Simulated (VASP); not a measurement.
TiO2, 12 atoms in the cell. The typed cell holds 12 atoms: a = 6.436 Å, b = 6.436 Å, c = 6.436 Å, α = 94.93°, β = 94.93°, γ = 145.89°.  This cell differs from its parent crystal: atoms moved at random.

```yaml
Program: VASP 6.6.1
Task: single point
Functional: PBE
Potentials_or_basis: VASP PAW PBE potentials, release 64 (Ti_sv, O)
Cutoff: 520 eV
k_mesh: 8 × 8 × 8
Occupations: fermi-dirac, width 0.05 eV
Spin: no spin polarisation
Dipole_correction: no
Further_INCAR_settings: ALGO = Normal; EDIFF = 1e-07; NBANDS = 60
```

Potentials or basis: VASP PAW PBE potentials, release 64 (Ti_sv, O).

Command:

```bash
$ cat potpaw_PBE.64/Ti_sv/POTCAR potpaw_PBE.64/O/POTCAR > POTCAR
$ mpirun -np 4 vasp_std > vasp.out
```

Hardware: 4 MPI ranks on Intel(R) Xeon(R) Platinum 8488C (Sapphire Rapids) (shared host).

Question: Estimate the wall time of this run.

Answer: Wall time 13 min on 4 MPI ranks on Intel(R) Xeon(R) Platinum 8488C (Sapphire Rapids) (shared host), peak memory 1.5 GiB a rank. Counts: scf iterations 20, k points 260.
